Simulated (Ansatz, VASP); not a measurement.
# Two plane-wave programs on Hf

File INCAR:

```
SYSTEM = Hf
PREC = Accurate
ENCUT = 520
EDIFF = 1E-6
ISMEAR = 0
SIGMA = 0.15
LREAL = .False.
LASPH = .True.
NELM = 100
ALGO = Fast
ISIF = 2
LWAVE = .False.
LCHARG = .False.
GGA = PS
NBANDS = 11
```

KPOINTS

```
regular mesh
0
Gamma
  18 18 18
  0 0 0
```

The input POSCAR:

```
Hf
1.0
   -1.8501250000      1.8501250000      1.8952500000
    1.8501250000     -1.8501250000      1.8952500000
    1.8501250000      1.8501250000     -1.8952500000
Hf
1
Direct
    0.0000000000      0.0000000000      0.0000000000
```

Input for Ansatz:

```yaml
crystal:
  lattice:
    - [-1.850125, 1.850125, 1.89525]
    - [1.850125, -1.850125, 1.89525]
    - [1.850125, 1.850125, -1.89525]
  atoms:
    - { symbol: Hf, position: [0.0, 0.0, 0.0] }
basis:
  ecutwfc: 420
kpoints:
  mp_grid: { grid: [18, 18, 18] }
hamiltonian:
  xc: pbesol
scf:
  occupations: { method: gaussian, width: 0.15 }
output:
  forces: true
  stress: true
  eigenvalues: true
```

Change from the starting cell: strain +0.025 along x and y, +0.050 along z, atoms carried along.

Alike in both runs: task single point; functional PBEsol; k mesh 18 × 18 × 18; occupations gaussian, width 0.15 eV; no spin polarisation.

|  | VASP | Ansatz |
| --- | --- | --- |
| version | VASP 6.6.1 | Ansatz 0.2.0 |
| potentials or method | VASP PAW PBE potentials, release 64 (Hf_pv), cutoff 520 eV | scalar-relativistic, plane waves, PAW |
| valence electrons in the cell | 10 | 26 |

```csv
,VASP,Ansatz,Ansatz less VASP
gap on the k mesh at the Fermi level (eV),none,none,-
pressure (GPa),-15.3,-15.1,+0.26
"traceless stress, the component that is largest in VASP (GPa)",0.79,0.78,-0.011
```

VASP's potentials were made for PBE, not for PBEsol. A gap of «none» marks a metal or a gap that the smearing closes. VASP's potentials hold 10 valence electrons a cell and Ansatz's 26, so a difference there can come from the potentials and not from the codes.

Spin-orbit coupling is off throughout.
